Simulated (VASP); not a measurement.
# TiNi (P4/mmm) in VASP: single point with LDA

Aim: the single point of TiNi with LDA.

Program: VASP 6.6.1. These are calculated values, not measurements. Logs are shortened: lines on timing, memory, paths and dates and some standing lists are left out, and cuts for length are marked.

### 1 The cell of the first run

It takes space group P4/mmm (No. 123, tetragonal). The conventional cell has a = 2.736 Å, b = 2.736 Å, c = 3.581 Å, α = 90.00°, β = 90.00°, γ = 90.00°. Ti (site symmetry 4/mmm) has 8 Ni at 2.64 Å and 4 Ti at 2.74 Å within 3.5 Å. Ni (site symmetry 4/mmm) has 8 Ti at 2.64 Å and 4 Ni at 2.74 Å within 3.5 Å.

### 2 Single point, LDA

INCAR reads:

```
PREC     = Accurate       # precision mode
ENCUT    = 520            # plane-wave cutoff, eV
EDIFF    = 1E-7           # SCF threshold, eV
ISMEAR   = -1             # smearing method
SIGMA    = 0.08           # smearing width, eV
LREAL    = F              # projectors in reciprocal space
LASPH    = T              # aspherical terms in the spheres
NELM     = 100            # most SCF steps
ALGO     = Normal         # electronic algorithm
ISIF     = 2              # what is computed and relaxed
LWAVE    = F              # write WAVECAR
LCHARG   = F              # write CHGCAR
NBANDS   = 18             # bands
```

KPOINTS reads:

```
regular mesh
0
Gamma
  12 12 9
```

POSCAR reads:

```
TiNi
1.0
    2.7358030000      0.0000000000      0.0000000000
    0.0000000000      2.7358030000      0.0000000000
    0.0000000000      0.0000000000      3.5814100000
Ti Ni
1 1
Direct
    0.5000000000      0.5000000000      0.5000000000
    0.0000000000      0.0000000000      0.0000000000
```

Potentials or basis: VASP PAW LDA potentials, release 64 (Ti_sv, Ni).

Launch:

```console
> cat potpaw_LDA.64/Ti_sv/POTCAR potpaw_LDA.64/Ni/POTCAR > POTCAR
> mpirun -np 1 vasp_std > vasp.out
```

OUTCAR:

```text
PREC = Accurate
   ENCUT = 520
   EDIFF = 1E-7
   ISMEAR = -1
   LREAL = F
   LASPH = T
   NELM = 100
   ISIF = 2

 ion  position               nearest neighbor table
   1  0.500  0.500  0.500-   2 2.64   2 2.64   2 2.64   2 2.64   2 2.64   2 2.64   2 2.64   2 2.64

   2  0.000  0.000  0.000-   1 2.64   1 2.64   1 2.64   1 2.64   1 2.64   1 2.64   1 2.64   1 2.64

  LATTYP: Found a simple tetragonal cell.
 ALAT       =     2.7358030000
 C/A-ratio  =     1.3090891413

  Lattice vectors:

 A1 = (   2.7358030000,   0.0000000000,   0.0000000000)
 A2 = (   0.0000000000,   2.7358030000,   0.0000000000)
 A3 = (   0.0000000000,   0.0000000000,   3.5814100000)

Analysis of symmetry for initial positions (statically):
=====================================================================
 Subroutine PRICEL returns:
 Original cell was already a primitive cell.

 Routine SETGRP: Setting up the symmetry group for a
 simple tetragonal supercell.

 Subroutine GETGRP returns: Found 16 space group operations
 (whereof 16 operations were pure point group operations)
 out of a pool of 16 trial point group operations.

The static configuration has the point symmetry D_4h.

Analysis of symmetry for dynamics (positions and initial velocities):
=====================================================================
 Subroutine PRICEL returns:
 Original cell was already a primitive cell.

 Routine SETGRP: Setting up the symmetry group for a
 simple tetragonal supercell.

 Subroutine GETGRP returns: Found 16 space group operations
 (whereof 16 operations were pure point group operations)
 out of a pool of 16 trial point group operations.

The dynamic configuration has the point symmetry D_4h.

 Subroutine INISYM returns: Found 16 space group operations
 (whereof 16 operations are pure point group operations),
 and found     1 'primitive' translations

----------------------------------------------------------------------------------------

                                     Primitive cell

  volume of cell :      26.8055

  direct lattice vectors                    reciprocal lattice vectors
     2.735803000  0.000000000  0.000000000     0.365523395  0.000000000  0.000000000
     0.000000000  2.735803000  0.000000000     0.000000000  0.365523395  0.000000000
     0.000000000  0.000000000  3.581410000     0.000000000  0.000000000  0.279219637

  length of vectors
     2.735803000  2.735803000  3.581410000     0.365523395  0.365523395  0.279219637

  position of ions in fractional coordinates (direct lattice)
     0.500000000  0.500000000  0.500000000
     0.000000000  0.000000000  0.000000000

  ion indices of the primitive-cell ions
   primitive index   ion index
                 1           1
                 2           2

----------------------------------------------------------------------------------------

 KPOINTS: regular mesh

Automatic generation of k-mesh.
 Grid dimensions read from file:
 generate k-points for:   12   12    9

 Generating k-lattice:

  Cartesian coordinates                     Fractional coordinates (reciprocal lattice)
     0.030460283  0.000000000  0.000000000     0.083333333  0.000000000  0.000000000
     0.000000000  0.030460283  0.000000000     0.000000000  0.083333333  0.000000000
     0.000000000  0.000000000  0.031024404     0.000000000  0.000000000  0.111111111

  Length of vectors
     0.030460283  0.030460283  0.031024404

  Shift w.r.t. Gamma in fractional coordinates (k-lattice)
     0.000000000  0.000000000  0.000000000

 Subroutine IBZKPT returns following result:
 ===========================================

 Found    140 irreducible k-points:

 Following reciprocal coordinates:
            Coordinates               Weight
  0.000000  0.000000  0.000000      1.000000
  0.083333  0.000000  0.000000      4.000000
  0.166667  0.000000  0.000000      4.000000
  0.250000  0.000000  0.000000      4.000000
  0.333333  0.000000  0.000000      4.000000
  0.416667  0.000000  0.000000      4.000000
[... 16 lines left out ...]
  0.333333  0.333333  0.000000      4.000000
  0.416667  0.333333  0.000000      8.000000
 [... further k-points ...]
   k-points           NKPTS =    140   k-points in BZ     NKDIM =    140   number of bands    NBANDS=     18
   number of dos      NEDOS =    301   number of ions     NIONS =      2
   total plane-waves  NPLWV =  11200
   dimension x,y,z NGX =    20 NGY =   20 NGZ =   28
   dimension x,y,z NGXF=    40 NGYF=   40 NGZF=   56
   ions per type =               1   1
   NGX,Y,Z   is equivalent  to a cutoff of  12.15, 12.15, 13.00 a.u.
   NGXF,Y,Z  is equivalent  to a cutoff of  24.31, 24.31, 25.99 a.u.
 SYSTEM =  unknown system
   PREC   = accura    normal or accurate (medium, high low for compatibility)
   ISTART =      0    job   : 0-new  1-cont  2-samecut
   ICHARG =      2    charge: 1-file 2-atom 10-const
   ISPIN  =      1    spin polarized calculation?
   LNONCOLLINEAR =      F non collinear calculations
   LSORBIT =      F    spin-orbit coupling
   LASPH  =      T    aspherical Exc in radial PAW
   ENCUT  =  520.0 eV  38.22 Ry    6.18 a.u.   5.09  5.09  6.66*2*pi/ulx,y,z
   NELM   =    100;   NELMIN=  2; NELMDL= -5     # of ELM steps
   EDIFF  = 0.1E-06   stopping-criterion for ELM
   LREAL  =      F    real-space projection
   EDIFFG = 0.1E-05   stopping-criterion for IOM
   NSW    =      0    number of steps for IOM
   IBRION =     -1    ionic relax: 0-MD 1-quasi-New 2-CG
   NFREE  =      0    steps in history (QN), initial steepest desc. (CG)
   ISIF   =      2    stress and relaxation
   ISYM   =      2    0-nonsym 1-usesym 2-fastsym
   POTIM  = 0.5000    time-step for ionic-motion
   TEBEG  =    0.0;   TEEND  =   0.0 temperature during run
   PSTRESS=    0.0 pullay stress
   NELECT =      22.0000    total number of electrons
   NUPDOWN=      -1.0000    fix difference up-down
   EMIN   =  10.00;   EMAX   =-10.00  energy-range for DOS
   EFERMI =   0.00;   METHOD = LEGACY
   ISMEAR =    -1;   SIGMA  =   0.08  broadening in eV -4-tet -1-fermi 0-gaus
   EFERMI_NEDOS =   21; number of points for ismear=-14 and -15
   IALGO  =     38    algorithm
   IMIX   =      4    mixing-type and parameters
     AMIX     =   0.40;   BMIX     =  1.00
     AMIX_MAG =   1.60;   BMIX_MAG =  1.00
  volume/ion in A,a.u.               =      13.40        90.45
  Fermi-wavevector in a.u.,A,eV,Ry     =   1.532761  2.896499 31.964941  2.349357
  Thomas-Fermi vector in A             =   2.639922
   LORBIT       =      0    0 simple, 1 ext, 2 COOP (PROOUT), +10 PAW based schemes
   GGA     = CA    functional components
   LHFCALC =     F    Hartree Fock is set to
   AEXX    =    0.0000 exact exchange contribution
   IVDW    =     0    specifies the selected vdW correction
   LEPSILON=     F    determine dielectric tensor
   LRPA    =     F    only Hartree local field effects (RPA)
 non-spin polarized calculation
  energy-cutoff  :      520.00
  volume of cell :       26.81
 maximum number of plane-waves:       738
   NGX = 11   NGY = 11   NGZ = 13

 number of electron      22.0000032 magnetization

 Free energy of the ion-electron system (eV)
  ---------------------------------------------------
  ext. energy  EPLUGINS =         0.00000000
  ---------------------------------------------------
  free energy    TOTEN  =       -15.82251180 eV

  energy without entropy =      -15.76815128  energy(sigma->0) =      -15.79533154

 E-fermi :   9.0631     XC(G=0): -12.7894

 val. band max:        9.0546548896   @ k =   0.3333   0.0833   0.0000
 cond. band min:       9.0733065436   @ k =   0.5000   0.2500   0.0000
 fundamental gap:      0.0186516540
 Fermi energy:         9.0631300071

 k-point     1 :       0.0000    0.0000    0.0000
  band No.  band energies     occupation
      1     -47.0896      2.00000
      2     -23.7167      2.00000
      3     -23.3685      2.00000
      4     -23.3685      2.00000
      5       1.5382      2.00000
      6       5.1943      2.00000
[... 10 lines left out ...]
     17      20.9168      0.00000
     18      21.1659      0.00000

 k-point     2 :       0.0833    0.0000    0.0000
  band No.  band energies     occupation
      1     -47.0838      2.00000
      2     -23.7119      2.00000
      3     -23.4134      2.00000
      4     -23.3647      2.00000
      5       1.6997      2.00000
      6       5.2794      2.00000
[... 10 lines left out ...]
     17      20.1528      0.00000
     18      20.9003      0.00000

 k-point     3 :       0.1667    0.0000    0.0000
  band No.  band energies     occupation
      1     -47.0679      2.00000
      2     -23.6990      2.00000
      3     -23.5349      2.00000
      4     -23.3543      2.00000
      5       2.1703      2.00000
      6       5.5112      2.00000
[... 10 lines left out ...]
     17      18.2058      0.00000
     18      20.8389      0.00000

 k-point     4 :       0.2500    0.0000    0.0000
  band No.  band energies     occupation
      1     -47.0460      2.00000
      2     -23.6981      2.00000
      3     -23.6812      2.00000
      4     -23.3401      2.00000
      5       2.9095      2.00000
      6       5.8310      2.00000
[... 375 lines left out ...]
      4     -23.6083      2.00000
      5       5.4394      2.00000
      6       5.7193      2.00000
[... 10 lines left out ...]
     17      21.0576      0.00000
     18      21.3598      0.00000

 k-point    23 :       0.3333    0.3333    0.0000
  band No.  band energies     occupation
      1     -46.9609      2.00000
      2     -23.8002      2.00000
      3     -23.7833      2.00000
      4     -23.6082      2.00000
      5       4.9622      2.00000
      6       5.7535      2.00000
[... 10 lines left out ...]
     17      18.9297      0.00000
     18      20.1471      0.00000

 k-point    24 :       0.4167    0.3333    0.0000
  band No.  band energies     occupation
      1     -46.9454      2.00000
      2     -23.9021      2.00000
      3     -23.7751      2.00000
      4     -23.5946      2.00000
      5       5.1273      2.00000
      6       5.5880      2.00000
[... 10 lines left out ...]
     17      19.2810      0.00000
     18      20.7400      0.00000

 [... further k-points ...]

------------------------ aborting loop because EDIFF is reached ----------------------------------------

  FORCE on cell =-STRESS in cart. coord.  units (eV):
  Direction    XX          YY          ZZ          XY          YZ          ZX
  --------------------------------------------------------------------------------------
  -------------------------------------------------------------------------------------
  Total       -1.8070524     -1.8070524     -2.2175640      0.0000000     -0.0000000      0.0000000
  in kB     -108.0084251   -108.0084251   -132.5449109      0.0000000     -0.0000000      0.0000000
  external PRESSURE =    -116.1872537 kB  Pullay stress =       0.0000000 kB

 VOLUME and BASIS-vectors are now :
 -----------------------------------------------------------------------------
  energy-cutoff  :      520.00
  volume of cell :       26.81
      direct lattice vectors                 reciprocal lattice vectors
     2.735803000  0.000000000  0.000000000     0.365523395  0.000000000  0.000000000
     0.000000000  2.735803000  0.000000000     0.000000000  0.365523395  0.000000000
     0.000000000  0.000000000  3.581410000     0.000000000  0.000000000  0.279219637

 POSITION                                       TOTAL-FORCE (eV/Angst)
 -----------------------------------------------------------------------------------
      1.36790      1.36790      1.79070         0.000000      0.000000      0.000000
      0.00000      0.00000      0.00000         0.000000      0.000000      0.000000
 -----------------------------------------------------------------------------------
    total drift:                                0.000000      0.000000      0.000000

  FREE ENERGIE OF THE ION-ELECTRON SYSTEM (eV)
  ---------------------------------------------------
  free  energy   TOTEN  =       -15.8225118007 eV

  energy  without entropy=      -15.7681512778  energy(sigma->0) =      -15.79533154
```

Wall time 44 s (1 thread of Intel Xeon Platinum 8375C at 2.90GHz (Ice Lake), shared host); peak memory 0.18 GiB.

What came out:

```
Free energy            : -15.8225 eV
Pressure               : -11.6 GPa
Band gap on the k mesh : zero (band 11 reaches 11.21 eV, above the bottom of band 12 at 8.05 eV)
```

Spin polarisation is off, so any magnetic state and its effect on volume and gap are missing.
